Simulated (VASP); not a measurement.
Crystal: Sb.

```
Sb
1.0
    -1.91293    1.91293    1.91293
     1.91293   -1.91293    1.91293
     1.91293    1.91293   -1.91293
Sb
1
Direct
  0.00000 0.00000 0.00000
```

* Program: VASP 6.6.1
* Task: relaxation of cell and atoms
* Functional: PBEsol
* Potentials or basis: VASP PAW PBE potentials, release 64 (Sb)
* Cutoff: 600 eV
* k mesh: 16 × 16 × 16
* Occupations: fermi-dirac, width 0.05 eV
* Spin: no spin polarisation

At the start: pressure -4.3 GPa; volume 28.00 Å³/atom.

**Question.** How do energy, volume and symmetry change on relaxing?

**Answer.** Over 3 steps the energy falls by 29.9 meV/atom and the volume is 25.94 Å³/atom (-7.3 %); space group Im-3m (No. 229, to 0.05 Å).

Step by step:
```csv
step,energy change (eV),largest force (eV/Å),pressure (GPa),volume (Å³)
1,0.0000,0.0000,-4.34,28.00
2,-0.0229,0.0000,2.62,25.04
3,-0.0299,0.0000,-0.01,25.94
```

Final structure:
```yaml
crystal:
  lattice:
    - [-1.86488, 1.86488, 1.86488]
    - [1.86488, -1.86488, 1.86488]
    - [1.86488, 1.86488, -1.86488]
  atoms:
    - { symbol: Sb, position: [0.00000, 0.00000, 0.00000] }
```

Caveat: the PAW data sets were made with another functional, which shifts forces and pressure a little.
